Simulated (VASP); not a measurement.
Write the native input for VASP 6.6.1 that does the following.

```yaml
Task: single point
Functional: LDA
Potentials_or_basis: VASP PAW LDA potentials, release 64 (W_sv)
Cutoff: 520 eV
k_mesh: 22 × 22 × 22
Occupations: gaussian, width 0.15 eV
Spin: no spin polarisation
Dipole_correction: no
Further_INCAR_settings: ALGO = Fast; EDIFF = 1e-06; NBANDS = 13
```

The structure of W lies in POSCAR:

```
W
1.0
    0.0000000000      2.2788224529      1.5094919928
    2.2788224529      0.0000000000      1.5094919928
    2.2788224529      2.2788224529      0.0000000000
W
1
Direct
    0.0000000000      0.0000000000      0.0000000000
```

One way to write it, as run:

INCAR

```
PREC     = Accurate       # precision mode
ENCUT    = 520            # plane-wave cutoff, eV
EDIFF    = 1E-6           # SCF threshold, eV
ISMEAR   = 0              # smearing method
SIGMA    = 0.15           # smearing width, eV
LREAL    = F              # projectors in reciprocal space
LASPH    = T              # aspherical terms in the spheres
NELM     = 60             # most SCF steps
ALGO     = Fast           # electronic algorithm
ISIF     = 2              # what is computed and relaxed
LWAVE    = F              # write WAVECAR
LCHARG   = F              # write CHGCAR
GGA      = CA             # functional
NBANDS   = 13             # bands
```

KPOINTS

```
regular mesh
0
Gamma
  22 22 22
```

Potentials or basis: VASP PAW LDA potentials, release 64 (W_sv).

Run with:

```console
$ cat potpaw_LDA.64/W_sv/POTCAR > POTCAR
$ mpirun -np 1 vasp_std > vasp.out
```

It gave:

```json
{
 "Pressure": "-3.1 GPa",
 "Band gap on the k mesh": "zero (bands 7 and 8 overlap by 6.32 eV)"
}
```

Caveat: the cell stands under tension; spin-orbit coupling is left out, which moves the levels of the heavy elements.

Run time: 110 s on 1 thread of AMD EPYC 7R13 Processor (Zen 3), with other jobs on the host, peak memory 0.23 GiB.
